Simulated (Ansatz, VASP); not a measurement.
Two plane-wave programs on Te

```
Te
1.0
     4.08575    0.00000    0.00000
    -2.04288    3.53837    0.00000
     0.00000    0.00000    8.40587
Te
4
Direct
  0.00000 0.00000 0.00000
  0.00000 0.00000 0.50000
  0.33333 0.66667 0.75000
  0.66667 0.33333 0.25000
```

Alike in both runs: task relaxation of cell and atoms; functional PBEsol; k mesh 15 × 15 × 6; occupations gaussian, width 0.1 eV; no spin polarisation.

```csv
,VASP,Ansatz
version,VASP 6.6.1,Ansatz 0.2.0
potentials or method,"VASP PAW PBE potentials, release 64 (Te), cutoff 600 eV","scalar-relativistic, plane waves, PAW"
valence electrons in the cell,24,64
```

Ansatz gave:

```
gap on the k mesh at the Fermi level, each at its own relaxed structure (eV)  : none
relaxed volume (Å³/atom)                                                      : 30.08
relaxed length of the cell vector where the two differ most in proportion (Å) : 8.521
```

Q: Estimate VASP's values.

A: gap on the k mesh at the Fermi level, each at its own relaxed structure (eV): none; relaxed volume (Å³/atom): 30.09; relaxed length of the cell vector where the two differ most in proportion (Å): 8.523.

VASP's potentials were made for PBE, not for PBEsol. A gap of «none» marks a metal or a gap that the smearing closes. VASP's potentials hold 24 valence electrons a cell and Ansatz's 64, so a difference there can come from the potentials and not from the codes.

Neither program's run includes spin-orbit coupling.
